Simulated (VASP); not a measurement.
# TaN (C222_1) in VASP: single point with PBE

Aim: the single point of TaN with PBE.

Everything below comes from runs of VASP 6.6.1. Logs are shortened: lines on timing, memory, paths and dates and some standing lists are left out, and cuts for length are marked.

**1. The cell of the first run**

It takes space group C222_1 (No. 20, orthorhombic). Conventional cell: a = 2.917 Å, b = 5.052 Å, c = 5.914 Å, α = 90.00°, β = 90.00°, γ = 90.00°. Within 3.0 Å of Ta (site symmetry 2) lie 6 N at 2.21 to 2.27 Å and 8 Ta at 2.92 to 2.96 Å. N (site symmetry 2) has 6 Ta at 2.21 to 2.27 Å and 6 N at 2.92 Å within 3.0 Å.

**2. Single point, PBE**

Contents of INCAR:

```
PREC = Accurate
ENCUT = 520
EDIFF = 1E-6
ISMEAR = 0
SIGMA = 0.15
LREAL = False
LASPH = True
NELM = 100
ALGO = Normal
ISIF = 2
LWAVE = False
LCHARG = False
GGA = PE
ISYM = 0
NBANDS = 24
```

Contents of KPOINTS:

```
Automatic mesh
0
Gamma
  15 15 8
  0.5 0.5 0.5
```

Contents of POSCAR:

```
TaN
1.0
    2.9168996769      0.0000000000      0.0000000000
   -1.4584498385      2.5261092205      0.0000000000
    0.0000000000      0.0000000000      5.9142266377
Ta N
2 2
Direct
   -0.0171414877      0.0000000000      0.0000000000
    0.0171414877      0.0000000000      0.5000000000
    0.3333333333      0.6666666667      0.2500000000
    0.6666666667      0.3333333333      0.7500000000
```

Potentials or basis: VASP PAW PBE potentials, release 64 (Ta_pv, N).

On the command line:

```sh
> cat potpaw_PBE.64/Ta_pv/POTCAR potpaw_PBE.64/N/POTCAR > POTCAR
> mpirun -np 1 vasp_std > vasp.out
```

OUTCAR:

```text
PREC = Accurate
   ENCUT = 520
   EDIFF = 1E-6
   ISMEAR = 0
   LREAL = False
   LASPH = True
   NELM = 100
   ISIF = 2
   GGA = PE
   ISYM = 0

 ion  position               nearest neighbor table
   1  0.983  0.000  0.000-   4 2.21   3 2.21   3 2.24   4 2.24   3 2.27   4 2.27   2 2.96   2 2.96

   2  0.017  0.000  0.500-   3 2.21   4 2.21   4 2.24   3 2.24   4 2.27   3 2.27   1 2.96   1 2.96

   3  0.333  0.667  0.250-   2 2.21   1 2.21   1 2.24   2 2.24   1 2.27   2 2.27
   4  0.667  0.333  0.750-   1 2.21   2 2.21   2 2.24   1 2.24   2 2.27   1 2.27

IMPORTANT INFORMATION: All symmetrisations will be switched off!
NOSYMM: (Re-)initialisation of all symmetry stuff for point group C_1.

----------------------------------------------------------------------------------------

                                     Primitive cell

  volume of cell :      43.5784

  direct lattice vectors                    reciprocal lattice vectors
     2.916899677  0.000000000  0.000000000     0.342829754  0.197932851  0.000000000
    -1.458449838  2.526109220  0.000000000     0.000000000  0.395865702  0.000000000
     0.000000000  0.000000000  5.914226638     0.000000000  0.000000000  0.169083815

  length of vectors
     2.916899677  2.916899677  5.914226638     0.395865702  0.395865702  0.169083815

  position of ions in fractional coordinates (direct lattice)
     0.982858512  0.000000000  0.000000000
     0.017141488  0.000000000  0.500000000
     0.333333333  0.666666667  0.250000000
     0.666666667  0.333333333  0.750000000

  ion indices of the primitive-cell ions
   primitive index   ion index
                 1           1
                 2           2
                 3           3
                 4           4

----------------------------------------------------------------------------------------

 KPOINTS: Automatic mesh

Automatic generation of k-mesh.
 Grid dimensions read from file:
 generate k-points for:   15   15    8

 Generating k-lattice:

  Cartesian coordinates                     Fractional coordinates (reciprocal lattice)
     0.022855317  0.013195523  0.000000000     0.066666667  0.000000000  0.000000000
     0.000000000  0.026391047  0.000000000     0.000000000  0.066666667  0.000000000
     0.000000000  0.000000000  0.021135477     0.000000000  0.000000000  0.125000000

  Length of vectors
     0.026391047  0.026391047  0.021135477

  Shift w.r.t. Gamma in fractional coordinates (k-lattice)
[... 51 lines left out ...]
   NELM   =    100;   NELMIN=  2; NELMDL= -5     # of ELM steps
   EDIFF  = 0.1E-05   stopping-criterion for ELM
   LREAL  =      F    real-space projection
   EDIFFG = 0.1E-04   stopping-criterion for IOM
   NSW    =      0    number of steps for IOM
   IBRION =     -1    ionic relax: 0-MD 1-quasi-New 2-CG
   NFREE  =      0    steps in history (QN), initial steepest desc. (CG)
   ISIF   =      2    stress and relaxation
   ISYM   =      0    0-nonsym 1-usesym 2-fastsym
   POTIM  = 0.5000    time-step for ionic-motion
   TEBEG  =    0.0;   TEEND  =   0.0 temperature during run
   PSTRESS=    0.0 pullay stress
   NELECT =      32.0000    total number of electrons
   NUPDOWN=      -1.0000    fix difference up-down
   EMIN   =  10.00;   EMAX   =-10.00  energy-range for DOS
   EFERMI =   0.00;   METHOD = LEGACY
   ISMEAR =     0;   SIGMA  =   0.15  broadening in eV -4-tet -1-fermi 0-gaus
   EFERMI_NEDOS =   21; number of points for ismear=-14 and -15
   IALGO  =     38    algorithm
   IMIX   =      4    mixing-type and parameters
     AMIX     =   0.40;   BMIX     =  1.00
     AMIX_MAG =   1.60;   BMIX_MAG =  1.00
  volume/ion in A,a.u.               =      10.89        73.52
  Fermi-wavevector in a.u.,A,eV,Ry     =   1.476956  2.791043 29.679746  2.181400
  Thomas-Fermi vector in A             =   2.591419
   LORBIT       =      0    0 simple, 1 ext, 2 COOP (PROOUT), +10 PAW based schemes
   GGA     = PE    functional components
   LHFCALC =     F    Hartree Fock is set to
   AEXX    =    0.0000 exact exchange contribution
   IVDW    =     0    specifies the selected vdW correction
   LEPSILON=     F    determine dielectric tensor
   LRPA    =     F    only Hartree local field effects (RPA)
 non-spin polarized calculation
 Gauss-broadening in eV      SIGMA  =   0.15
  energy-cutoff  :      520.00
  volume of cell :       43.58
 maximum number of plane-waves:      1205
 NGX is ok and might be reduce to    24
   NGX = 11   NGY = 11   NGZ = 21

 number of electron      32.0000003 magnetization

 Free energy of the ion-electron system (eV)
  ---------------------------------------------------
  ext. energy  EPLUGINS =         0.00000000
  ---------------------------------------------------
  free energy    TOTEN  =       -43.99704512 eV

  energy without entropy =      -43.98450004  energy(sigma->0) =      -43.99077258

 E-fermi :   8.1438     XC(G=0): -13.2874

 val. band max:        8.1345729394   @ k =   0.2000  -0.1000   0.4375
 cond. band min:       8.1512901670   @ k =  -0.1000  -0.1000   0.4375
 fundamental gap:      0.0167172276
 Fermi energy:         8.1438315716

 k-point     1 :       0.0333    0.0333    0.0625
  band No.  band energies     occupation
      1     -27.4377      2.00000
      2     -26.7103      2.00000
      3     -26.4913      2.00000
      4     -26.4618      2.00000
      5     -26.4294      2.00000
      6     -26.4030      2.00000
[... 637 lines left out ...]
     23      13.0669      0.00000
     24      13.8346      0.00000

 [... further k-points ...]

------------------------ aborting loop because EDIFF is reached ----------------------------------------

  FORCE on cell =-STRESS in cart. coord.  units (eV):
  Direction    XX          YY          ZZ          XY          YZ          ZX
  --------------------------------------------------------------------------------------
  -------------------------------------------------------------------------------------
  Total        0.3072126      0.2555379      0.4150299      0.0000026      0.0000002     -0.0000013
  in kB       11.2947853      9.3949452     15.2587294      0.0000967      0.0000068     -0.0000469
  external PRESSURE =      11.9828200 kB  Pullay stress =       0.0000000 kB

 VOLUME and BASIS-vectors are now :
 -----------------------------------------------------------------------------
  energy-cutoff  :      520.00
  volume of cell :       43.58
      direct lattice vectors                 reciprocal lattice vectors
     2.916899677  0.000000000  0.000000000     0.342829754  0.197932851  0.000000000
    -1.458449838  2.526109220  0.000000000     0.000000000  0.395865702  0.000000000
     0.000000000  0.000000000  5.914226638     0.000000000  0.000000000  0.169083815

 POSITION                                       TOTAL-FORCE (eV/Angst)
 -----------------------------------------------------------------------------------
      2.86690      0.00000      0.00000         0.666381     -0.000000      0.000000
      0.05000      0.00000      2.95711        -0.666393      0.000000      0.000000
     -0.00000      1.68407      1.47856         0.000006     -0.012877     -0.000145
      1.45845      0.84204      4.43567         0.000006      0.012877      0.000144
 -----------------------------------------------------------------------------------
    total drift:                               -0.000005     -0.000000     -0.000000

  FREE ENERGIE OF THE ION-ELECTRON SYSTEM (eV)
  ---------------------------------------------------
  free  energy   TOTEN  =       -43.9970451211 eV

  energy  without entropy=      -43.9845000406  energy(sigma->0) =      -43.99077258
```

OSZICAR:

```text
N       E                     dE             d eps       ncg     rms          rms(c)
DAV:   1     0.264446808232E+03    0.26445E+03   -0.17247E+04129616   0.140E+03
DAV:   2    -0.359719292682E+02   -0.30042E+03   -0.28590E+03156112   0.406E+02
DAV:   3    -0.491615426348E+02   -0.13190E+02   -0.12985E+02164024   0.826E+01
DAV:   4    -0.493244779231E+02   -0.16294E+00   -0.16250E+00147672   0.955E+00
DAV:   5    -0.493266538352E+02   -0.21759E-02   -0.21751E-02166176   0.918E-01    0.320E+01
DAV:   6    -0.442431755031E+02    0.50835E+01   -0.19752E+01162320   0.306E+01    0.137E+01
DAV:   7    -0.440528027462E+02    0.19037E+00   -0.14325E+00150680   0.805E+00    0.875E+00
DAV:   8    -0.440048978632E+02    0.47905E-01   -0.24666E-01165872   0.378E+00    0.141E+00
DAV:   9    -0.439972188355E+02    0.76790E-02   -0.22860E-02154912   0.935E-01    0.209E-01
DAV:  10    -0.439971630198E+02    0.55816E-04   -0.15916E-03155744   0.375E-01    0.126E-01
DAV:  11    -0.439970437848E+02    0.11924E-03   -0.33345E-04163272   0.127E-01    0.103E-02
DAV:  12    -0.439970452818E+02   -0.14970E-05   -0.19287E-05145968   0.353E-02    0.432E-03
DAV:  13    -0.439970451211E+02    0.16073E-06   -0.38923E-07 94544   0.949E-03
   1 F= -.43997045E+02 E0= -.43990773E+02  d E =-.125451E-01
```

Wall time 25 min (1 thread of AMD EPYC 9R45 (Zen 5), shared host); peak memory 2.1 GiB.

Results:

- Free energy: -43.9970 eV
- Pressure: 1.2 GPa
- Largest force: 0.666 eV/Å
- Band gap on the k mesh: zero (bands 16 and 17 overlap by 1.06 eV)

Forces on the atoms (eV/Å):
```
Ta   0.666  0.000  0.000
Ta  -0.666  0.000  0.000
N    0.000 -0.013  0.000
N    0.000  0.013  0.000
```

Caveat: spin-orbit coupling is left out, which moves the levels of the heavy elements.
